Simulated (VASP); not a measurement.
# IrRh2 (P-3m1) in VASP: relaxation of cell and atoms with PBE

Aim: the relaxation of cell and atoms of IrRh2 with PBE.

Program: VASP 6.6.1. These are calculated values, not measurements. Logs are shortened: lines on timing, memory, paths and dates and some standing lists are left out, and cuts for length are marked.

### 1 The cell of the first run

Symmetry: P-3m1, No. 164, trigonal system. Conventional cell: a = 2.753 Å, b = 2.753 Å, c = 13.059 Å, α = 90.00°, β = 90.00°, γ = 120.00°. Ir (site symmetry 3m) has 9 Ir at 2.69 to 2.75 Å and 3 Rh at 2.70 Å within 3.6 Å. Rh (site symmetry 3m) has 9 Rh at 2.70 to 2.75 Å and 3 Ir at 2.70 Å within 3.6 Å. Rh (site symmetry 3m) has 12 Rh at 2.68 to 2.75 Å within 3.5 Å.

### 2 Relaxation of cell and atoms, PBE

Contents of INCAR:

```
PREC     = Accurate       # precision mode
ENCUT    = 500            # plane-wave cutoff, eV
EDIFF    = 1E-7           # SCF threshold, eV
ISMEAR   = 0              # smearing method
SIGMA    = 0.1            # smearing width, eV
LREAL    = F              # projectors in reciprocal space
LASPH    = T              # aspherical terms in the spheres
NELM     = 120            # most SCF steps
ALGO     = Normal         # electronic algorithm
ISIF     = 3              # what is computed and relaxed
LWAVE    = F              # write WAVECAR
LCHARG   = F              # write CHGCAR
GGA      = PE             # functional
IBRION   = 2              # ionic algorithm
NSW      = 100            # ionic steps
EDIFFG   = -0.01          # ionic threshold
GGA_COMPAT= F            
NELMIN   = 4
```

Contents of KPOINTS:

```
Automatic mesh
0
Gamma
  18 18 4
```

Contents of POSCAR:

```
IrRh2
1.0
    2.7528481333      0.0000000000      0.0000000000
   -1.3764240667      2.3840364162      0.0000000000
    0.0000000000      0.0000000000     13.0587196134
Ir Rh
2 4
Direct
    0.3333333333      0.6666666667      0.4166765563
    0.6666666667      0.3333333333      0.5833234437
    0.3333333333      0.6666666667      0.7504226606
    0.3333333333      0.6666666667      0.0824984823
    0.6666666667      0.3333333333      0.9175015177
    0.6666666667      0.3333333333      0.2495773394
```

Potentials or basis: VASP PAW PBE potentials, release 64 (Ir, Rh_pv).

Command:

```sh
$ cat potpaw_PBE.64/Ir/POTCAR potpaw_PBE.64/Rh_pv/POTCAR > POTCAR
$ mpirun -np 1 vasp_std > vasp.out
```

OUTCAR:

```text
PREC = Accurate
   ENCUT = 500
   EDIFF = 1E-7
   ISMEAR = 0
   LREAL = F
   LASPH = T
   NELM = 120
   ISIF = 3
   GGA = PE
   IBRION = 2
   NSW = 100
   EDIFFG = -0.01
   NELMIN = 4

 ion  position               nearest neighbor table
   1  0.333  0.667  0.417-   2 2.69   2 2.69   2 2.69   6 2.70   6 2.70   6 2.70
   2  0.667  0.333  0.583-   1 2.69   1 2.69   1 2.69   3 2.70   3 2.70   3 2.70
   3  0.333  0.667  0.750-   5 2.70   5 2.70   5 2.70   2 2.70   2 2.70   2 2.70
   4  0.333  0.667  0.082-   5 2.68   5 2.68   5 2.68   6 2.70   6 2.70   6 2.70
   5  0.667  0.333  0.918-   4 2.68   4 2.68   4 2.68   3 2.70   3 2.70   3 2.70
   6  0.667  0.333  0.250-   4 2.70   4 2.70   4 2.70   1 2.70   1 2.70   1 2.70

  LATTYP: Found a hexagonal cell.
 ALAT       =     2.7528481333
 C/A-ratio  =     4.7437123230

  Lattice vectors:

 A1 = (   2.7528481333,   0.0000000000,   0.0000000000)
 A2 = (  -1.3764240667,   2.3840364162,   0.0000000000)
 A3 = (   0.0000000000,   0.0000000000,  13.0587196134)

Analysis of symmetry for initial positions (statically):
=====================================================================
 Subroutine PRICEL returns:
 Original cell was already a primitive cell.

 Routine SETGRP: Setting up the symmetry group for a
 hexagonal supercell.

 Subroutine GETGRP returns: Found 12 space group operations
 (whereof 12 operations were pure point group operations)
 out of a pool of 24 trial point group operations.

The static configuration has the point symmetry D_3d.

Analysis of symmetry for dynamics (positions and initial velocities):
=====================================================================
 Subroutine PRICEL returns:
 Original cell was already a primitive cell.

 Routine SETGRP: Setting up the symmetry group for a
 hexagonal supercell.

 Subroutine GETGRP returns: Found 12 space group operations
 (whereof 12 operations were pure point group operations)
 out of a pool of 24 trial point group operations.

The dynamic configuration has the point symmetry D_3d.

 Subroutine INISYM returns: Found 12 space group operations
 (whereof 12 operations are pure point group operations),
 and found     1 'primitive' translations

----------------------------------------------------------------------------------------

                                     Primitive cell

  volume of cell :      85.7029

  direct lattice vectors                    reciprocal lattice vectors
     2.752848133  0.000000000  0.000000000     0.363260141  0.209728340  0.000000000
    -1.376424067  2.384036416  0.000000000     0.000000000  0.419456680  0.000000000
     0.000000000  0.000000000 13.058719613     0.000000000  0.000000000  0.076577186

  length of vectors
     2.752848133  2.752848133 13.058719613     0.419456680  0.419456680  0.076577186

  position of ions in fractional coordinates (direct lattice)
     0.333333333  0.666666667  0.416676556
     0.666666667  0.333333333  0.583323444
     0.333333333  0.666666667  0.750422661
     0.333333333  0.666666667  0.082498482
     0.666666667  0.333333333  0.917501518
     0.666666667  0.333333333  0.249577339

  ion indices of the primitive-cell ions
   primitive index   ion index
                 1           1
                 2           2
                 3           3
                 4           4
                 5           5
                 6           6

----------------------------------------------------------------------------------------

 KPOINTS: Automatic mesh

Automatic generation of k-mesh.
 Grid dimensions read from file:
 generate k-points for:   18   18    4

 Generating k-lattice:

  Cartesian coordinates                     Fractional coordinates (reciprocal lattice)
     0.020181119  0.011651574  0.000000000     0.055555556  0.000000000  0.000000000
     0.000000000  0.023303149  0.000000000     0.000000000  0.055555556  0.000000000
     0.000000000  0.000000000  0.019144296     0.000000000  0.000000000  0.250000000

  Length of vectors
     0.023303149  0.023303149  0.019144296

  Shift w.r.t. Gamma in fractional coordinates (k-lattice)
     0.000000000  0.000000000  0.000000000

 Subroutine IBZKPT returns following result:
 ===========================================

 Found    138 irreducible k-points:

 Following reciprocal coordinates:
            Coordinates               Weight
  0.000000  0.000000  0.000000      1.000000
  0.055556  0.000000  0.000000      6.000000
  0.111111  0.000000  0.000000      6.000000
  0.166667  0.000000  0.000000      6.000000
  0.222222  0.000000  0.000000      6.000000
  0.277778  0.000000  0.000000      6.000000
[... 16 lines left out ...]
  0.333333  0.111111  0.000000     12.000000
  0.388889  0.111111  0.000000     12.000000
 [... further k-points ...]
   k-points           NKPTS =    138   k-points in BZ     NKDIM =    138   number of bands    NBANDS=     46
   number of dos      NEDOS =    301   number of ions     NIONS =      6
   total plane-waves  NPLWV =  38400
   dimension x,y,z NGX =    20 NGY =   20 NGZ =   96
   dimension x,y,z NGXF=    40 NGYF=   40 NGZF=  192
   ions per type =               2   4
   NGX,Y,Z   is equivalent  to a cutoff of  12.08, 12.08, 12.22 a.u.
   NGXF,Y,Z  is equivalent  to a cutoff of  24.16, 24.16, 24.44 a.u.
 SYSTEM =  unknown system
   PREC   = accura    normal or accurate (medium, high low for compatibility)
   ISTART =      0    job   : 0-new  1-cont  2-samecut
   ICHARG =      2    charge: 1-file 2-atom 10-const
   ISPIN  =      1    spin polarized calculation?
   LNONCOLLINEAR =      F non collinear calculations
   LSORBIT =      F    spin-orbit coupling
   LASPH  =      T    aspherical Exc in radial PAW
   ENCUT  =  500.0 eV  36.75 Ry    6.06 a.u.   5.02  5.02 23.81*2*pi/ulx,y,z
   NELM   =    120;   NELMIN=  4; NELMDL= -5     # of ELM steps
   EDIFF  = 0.1E-06   stopping-criterion for ELM
   LREAL  =      F    real-space projection
   EDIFFG = -.1E-01   stopping-criterion for IOM
   NSW    =    100    number of steps for IOM
   IBRION =      2    ionic relax: 0-MD 1-quasi-New 2-CG
   NFREE  =      1    steps in history (QN), initial steepest desc. (CG)
   ISIF   =      3    stress and relaxation
   ISYM   =      2    0-nonsym 1-usesym 2-fastsym
   POTIM  = 0.5000    time-step for ionic-motion
   TEBEG  =    0.0;   TEEND  =   0.0 temperature during run
   PSTRESS=    0.0 pullay stress
   NELECT =      78.0000    total number of electrons
   NUPDOWN=      -1.0000    fix difference up-down
   EMIN   =  10.00;   EMAX   =-10.00  energy-range for DOS
   EFERMI =   0.00;   METHOD = LEGACY
   ISMEAR =     0;   SIGMA  =   0.10  broadening in eV -4-tet -1-fermi 0-gaus
   EFERMI_NEDOS =   21; number of points for ismear=-14 and -15
   IALGO  =     38    algorithm
   IMIX   =      4    mixing-type and parameters
     AMIX     =   0.40;   BMIX     =  1.00
     AMIX_MAG =   1.60;   BMIX_MAG =  1.00
  volume/ion in A,a.u.               =      14.28        96.39
  Fermi-wavevector in a.u.,A,eV,Ry     =   1.586504  2.998057 34.245787  2.516994
  Thomas-Fermi vector in A             =   2.685805
   LORBIT       =      0    0 simple, 1 ext, 2 COOP (PROOUT), +10 PAW based schemes
   GGA     = PE    functional components
   LHFCALC =     F    Hartree Fock is set to
   AEXX    =    0.0000 exact exchange contribution
   IVDW    =     0    specifies the selected vdW correction
   LEPSILON=     F    determine dielectric tensor
   LRPA    =     F    only Hartree local field effects (RPA)
 conjugate gradient relaxation of ions
 non-spin polarized calculation
 Gauss-broadening in eV      SIGMA  =   0.10
  energy-cutoff  :      500.00
  volume of cell :       85.70
 maximum number of plane-waves:      2211
   NGX =  9   NGY =  9   NGZ = 47

--------------------------------------- Ionic step        1  -------------------------------------------

 number of electron      78.0000025 magnetization

 Free energy of the ion-electron system (eV)
  ---------------------------------------------------
  ext. energy  EPLUGINS =         0.00000000
  ---------------------------------------------------
  free energy    TOTEN  =       -46.49958635 eV

  energy without entropy =      -46.45533440  energy(sigma->0) =      -46.47746038

------------------------ aborting loop because EDIFF is reached ----------------------------------------

  FORCE on cell =-STRESS in cart. coord.  units (eV):
  Direction    XX          YY          ZZ          XY          YZ          ZX
  --------------------------------------------------------------------------------------
  -------------------------------------------------------------------------------------
  Total       -1.0928857     -1.0928857      2.1510250      0.0000000     -0.0000000      0.0000000
  in kB      -20.4309990    -20.4309990     40.2124286      0.0000000     -0.0000000      0.0000000
  external PRESSURE =      -0.2165232 kB  Pullay stress =       0.0000000 kB
[... 305 lines left out ...]
  energy  without entropy=      -46.4791425998  energy(sigma->0) =      -46.50051011

--------------------------------------- Ionic step        9  -------------------------------------------

 number of electron      78.0000024 magnetization

 Free energy of the ion-electron system (eV)
  ---------------------------------------------------
  ext. energy  EPLUGINS =         0.00000000
  ---------------------------------------------------
  free energy    TOTEN  =       -46.52188002 eV

  energy without entropy =      -46.47914886  energy(sigma->0) =      -46.50051444

 E-fermi :  11.0020     XC(G=0): -13.8447

 val. band max:       11.0006853910   @ k =   0.3889   0.1667   0.0000
 cond. band min:      11.0052398748   @ k =   0.2222   0.0000   0.0000
 fundamental gap:      0.0045544838
 Fermi energy:        11.0019901955

 k-point     1 :       0.0000    0.0000    0.0000
  band No.  band energies     occupation
      1     -36.0460      2.00000
      2     -35.9021      2.00000
      3     -35.6966      2.00000
      4     -35.5073      2.00000
      5     -35.5073      2.00000
      6     -35.5002      2.00000
[... 1165 lines left out ...]
     45      13.6496      0.00000
     46      15.3826      0.00000

 [... further k-points ...]

------------------------ aborting loop because EDIFF is reached ----------------------------------------

  FORCE on cell =-STRESS in cart. coord.  units (eV):
  Direction    XX          YY          ZZ          XY          YZ          ZX
  --------------------------------------------------------------------------------------
  -------------------------------------------------------------------------------------
  Total        0.0282690      0.0282690     -0.0252506     -0.0000000     -0.0000000     -0.0000000
  in kB        0.5291475      0.5291475     -0.4726474     -0.0000000     -0.0000000     -0.0000000
  external PRESSURE =       0.1952159 kB  Pullay stress =       0.0000000 kB
[... 21 lines left out ...]
  FREE ENERGIE OF THE ION-ELECTRON SYSTEM (eV)
  ---------------------------------------------------
  free  energy   TOTEN  =       -46.5218800185 eV

  energy  without entropy=      -46.4791488626  energy(sigma->0) =      -46.50051444

 reached required accuracy - stopping structural energy minimisation
```

Run time: 54 min. Hardware: 1 thread of Intel Xeon Platinum 8259CL at 2.50GHz (Skylake/Cascade Lake), shared host; peak memory 0.5 GiB.

Results:

```yaml
Free_energy: -46.5219 eV
Relaxed_volume: 14.27 Å³/atom
Relaxed_cell: a = 2.734 Å, b = 2.734 Å, c = 13.226 Å, α = 90.00°, β = 90.00°, γ = 120.00°
Space_group_after_relaxing_to_0.1_Å: P-3m1 (No. 164)
Energy_gained_by_relaxing: 3.7 meV/atom
Ionic_steps: 9
Pressure_after_relaxing: 0.0 GPa
Largest_force_after_relaxing: 0.010 eV/Å
Band_gap_on_the_k_mesh: zero (bands 39 and 40 overlap by 2.23 eV)
```

Forces on the atoms (eV/Å):
```
Ir   0.000  0.000 -0.007
Ir   0.000  0.000  0.007
Rh   0.000  0.000  0.000
Rh   0.000  0.000 -0.010
Rh   0.000  0.000  0.010
Rh   0.000  0.000  0.000
```

Step by step:
```
step  energy change (eV)  largest force (eV/Å)  pressure (GPa)  volume (Å³)
   1              0.0000                0.1154           -0.02        85.70
   2             -0.0197                0.0336           -0.20        85.66
   3             -0.0221                0.0297           -0.22        85.67
   4             -0.0221                0.0304           -0.22        85.67
   5             -0.0220                0.0207            0.54        85.45
   6             -0.0222                0.0268            0.07        85.59
   7             -0.0223                0.0121            0.04        85.59
   8             -0.0223                0.0105            0.02        85.60
   9             -0.0223                0.0097            0.02        85.59
```

Final structure:
```
Ir Rh
1.0
     2.73369    0.00000    0.00000
    -1.36685    2.36745    0.00000
     0.00000    0.00000   13.22559
Ir Rh
2 4
Direct
  0.33333 0.66667 0.41631
  0.66667 0.33333 0.58369
  0.33333 0.66667 0.75085
  0.33333 0.66667 0.08264
  0.66667 0.33333 0.91736
  0.66667 0.33333 0.24915
```

Levels at points of the mesh, in eV from the Fermi level:
| k point | band 34 | band 35 | band 36 | band 37 | band 38 | band 39 | band 40 | band 41 | band 42 | band 43 |
| --- | --- | --- | --- | --- | --- | --- | --- | --- | --- | --- |
| (0.00, 0.00, 0.00) | -2.42 | -2.37 | -2.00 | -2.00 | -1.07 | -1.07 | -1.05 | -1.05 | -0.07 | -0.07 |
| (0.50, 0.00, 0.00) | 0.38 | 0.46 | 0.54 | 0.58 | 0.61 | 0.63 | 0.72 | 0.93 | 1.12 | 1.23 |
| (0.00, 0.00, 0.50) | -2.54 | -1.74 | -1.74 | -1.64 | -1.64 | -0.92 | -0.45 | -0.45 | -0.43 | -0.43 |
| (0.50, 0.00, 0.50) | -0.40 | 0.15 | 0.24 | 0.47 | 0.54 | 0.54 | 0.63 | 0.94 | 1.12 | 2.00 |

Caveat: the highest band is partly filled, so the run has too few bands; spin-orbit coupling is left out, which moves the levels of the heavy elements.
